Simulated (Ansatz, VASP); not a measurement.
Two plane-wave programs on TiTe2

The input INCAR:

```
SYSTEM = TiTe2
PREC = Accurate ; ENCUT = 520
EDIFF = 1E-6 ; ISMEAR = -1
SIGMA = 0.05 ; LREAL = .FALSE.
LASPH = .TRUE. ; NELM = 150
ALGO = Normal ; ISIF = 2
LWAVE = .FALSE. ; LCHARG = .FALSE.
MAGMOM = 0 0 0 0 0 0 0 0 0 ; LORBIT = 11
LSORBIT = .TRUE. ; GGA_COMPAT = .FALSE.
LORBMOM = .TRUE. ; LMAXMIX = 4
GGA = PE ; NBANDS = 37
```

Contents of KPOINTS:

```
regular mesh
0
G
  8 8 4
  0 0 0
```

Contents of POSCAR:

```
TiTe2
1.0
    3.7770000000      0.0000000000      0.0000000000
   -1.8885000000      3.2709779501      0.0000000000
    0.0000000000      0.0000000000      6.4980000000
Te Ti
2 1
Direct
    0.3333333333      0.6666666667      0.7372000000
    0.6666666667      0.3333333333      0.2628000000
    0.0000000000      0.0000000000      0.0000000000
```

Contents of input.yaml:

```yaml
crystal:
  lattice:
    - [3.777, 0.0, 0.0]
    - [-1.8885, 3.2709779501, 0.0]
    - [0.0, 0.0, 6.498]
  atoms:
    - { symbol: Te, position: [0.3333333333, 0.6666666667, 0.7372] }
    - { symbol: Te, position: [0.6666666667, 0.3333333333, 0.2628] }
    - { symbol: Ti, position: [0.0, 0.0, 0.0] }
hamiltonian:
  xc: pbe
  pseudopotentials: { kind: paw_fr }
magnetization:
  noncollinear: true
  spin_orbit: true
kpoints:
  mp_grid: { grid: [8, 8, 4] }
  band_path:
    path:
      - [[0.0, 0.0, 0.0], [0.5, 0.0, 0.0], [0.3333333333, 0.3333333333, 0.0], [0.0, 0.0, 0.0], [0.0, 0.0, 0.5], [0.5, 0.0, 0.5], [0.3333333333, 0.3333333333, 0.5], [0.0, 0.0, 0.5]]
      - [[0.5, 0.0, 0.5], [0.5, 0.0, 0.0]]
      - [[0.3333333333, 0.3333333333, 0.0], [0.3333333333, 0.3333333333, 0.5]]
    npoints: 14
scf:
  occupations: { method: fermi_dirac, width: 0.05 }
  n_extra_bands: 7
output:
  forces: true
  stress: true
  eigenvalues: true
  fatbands: false
```

Alike in both runs: functional PBE; k mesh 8 × 8 × 4; occupations fermi-dirac, width 0.05 eV; non-collinear spin, spin-orbit coupling.

|  | VASP | Ansatz |
| --- | --- | --- |
| version | VASP 6.6.1 | Ansatz 0.2.0 |
| potentials or method | VASP PAW PBE potentials, release 64 (Te, Ti_sv) | Ansatz PAW |
| plane-wave cutoff (eV) | 520 | 420 |
| valence electrons in the cell | 24 | 44 |
| task | single point | band structure |

```csv
,VASP,Ansatz,Ansatz less VASP
pressure (GPa),1.0,1.0,-0.01
"traceless stress, the component that is largest in VASP (GPa)",0.47,0.45,-0.015
rms of the force components (eV/Å),0.016,0.009,-0.0072
net moment per atom (μB),0.00,0.00,0.000
```

Atom by atom the forces differ by 0.007 eV/Å (rms over components). The functional is the same, so the differences come from potentials, cutoffs and numerics. VASP's potentials hold 24 valence electrons a cell and Ansatz's 44, so a difference there can come from the potentials and not from the codes.
